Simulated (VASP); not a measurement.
NbAl2F3, 6 atoms in the cell. Symmetry: R-3m, No. 166, trigonal system. The conventional cell has a = 4.870 Å, b = 4.870 Å, c = 11.849 Å, α = 90.00°, β = 90.00°, γ = 120.00°. Al (site symmetry 3m) has 9 F at 2.84 to 2.86 Å and 3 Nb at 2.86 Å and 4 Al at 2.91 to 3.00 Å within 3.7 Å. Within 3.2 Å of Nb (site symmetry -3m) lie 6 F at 2.42 Å and 6 Al at 2.86 Å. F (site symmetry 2/m) has 2 Nb at 2.42 Å and 4 F at 2.44 Å and 6 Al at 2.84 to 2.86 Å within 3.2 Å. The cell was generated, and may not be a known phase.

| Quantity | Value |
| --- | --- |
| Program | VASP 6.6.1 |
| Task | single point |
| Functional | PBE |
| Potentials or basis | VASP PAW PBE potentials, release 64 (Al, Nb_sv, F) |
| Cutoff | 520 eV |
| k mesh | 6 × 6 × 6 |
| Occupations | gaussian, width 0.1 eV |
| Spin | no spin polarisation |
| Dipole correction | no |
| Further INCAR settings | ALGO = Normal; EDIFF = 1e-06; NBANDS = 29 |

Potentials or basis: VASP PAW PBE potentials, release 64 (Al, Nb_sv, F).

Launch:

```bash
$ cat potpaw_PBE.64/Al/POTCAR potpaw_PBE.64/Nb_sv/POTCAR potpaw_PBE.64/F/POTCAR > POTCAR
$ mpirun -np 1 vasp_std > vasp.out
```

Hardware: 1 thread of AMD EPYC 9755 128-Core Processor, with other jobs on the host.

Question: How long does it take, and how much memory?

Answer: It took 120 s on 1 thread of AMD EPYC 9755 128-Core Processor, with other jobs on the host, peak memory 0.21 GiB. Counts: scf iterations 15, k points 32.
